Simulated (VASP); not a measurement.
Set up this calculation in VASP 6.6.1, as the native input.

```
Task                   : single point
Functional             : LDA
Potentials or basis    : VASP PAW LDA potentials, release 64 (Mn_pv, Sb)
Cutoff                 : 520 eV
k mesh                 : 4 × 4 × 4
Occupations            : gaussian, width 0.1 eV
Spin                   : collinear spin, ferrimagnetic start
Starting moments       : [4.18, -0.12] μB
Hubbard terms          : Mn d U = 5.2 eV
Dipole correction      : no
Further INCAR settings : ALGO = Normal; EDIFF = 1e-06; NBANDS = 20
```

The structure of MnSb lies in POSCAR:

```
MnSb
1.0
    0.0000000000      2.5517954022      2.5517954022
    2.5517954022      0.0000000000      2.5517954022
    2.5517954022      2.5517954022      0.0000000000
Mn Sb
1 1
Direct
    0.0000000000      0.0000000000      0.0000000000
    0.5000000000      0.5000000000      0.5000000000
```

One way to write it, as run:

INCAR

```
PREC = Accurate
ENCUT = 520
EDIFF = 1E-6
ISMEAR = 0
SIGMA = 0.1
LREAL = F
LASPH = T
NELM = 150
ALGO = Normal
ISIF = 2
LWAVE = F
LCHARG = F
ISPIN = 2
MAGMOM = 4.18 -0.12
LORBIT = 11
LMAXMIX = 4
LDAU = T
LDAUTYPE = 2
LDAUL = 2 -1
LDAUU = 5.2 0
LDAUJ = 0 0
LDAUPRINT = 1
GGA = CA
NBANDS = 20
```

KPOINTS

```
Automatic mesh
0
Gamma
  4 4 4
```

Potentials or basis: VASP PAW LDA potentials, release 64 (Mn_pv, Sb).

Command:

```console
$ cat potpaw_LDA.64/Mn_pv/POTCAR potpaw_LDA.64/Sb/POTCAR > POTCAR
$ mpirun -np 1 vasp_std > vasp.out
```

Results of the run:

The pressure is 34.5 GPa. The net moment is 3.83 μB per cell and the site moments are Mn +3.94; Sb -0.16 μB. The valence electrons inside the program's atomic spheres are Mn 11.81; Sb 2.73.

Caveat: the k points lie up to 0.53 Å⁻¹ apart; a cell with one magnetic atom can't hold antiferromagnetic order, which such compounds often take; the U is typed as a test and isn't derived for this compound.

It took 19 s on 1 thread of Intel Xeon 8259CL, on a shared host, peak memory 0.15 GiB.
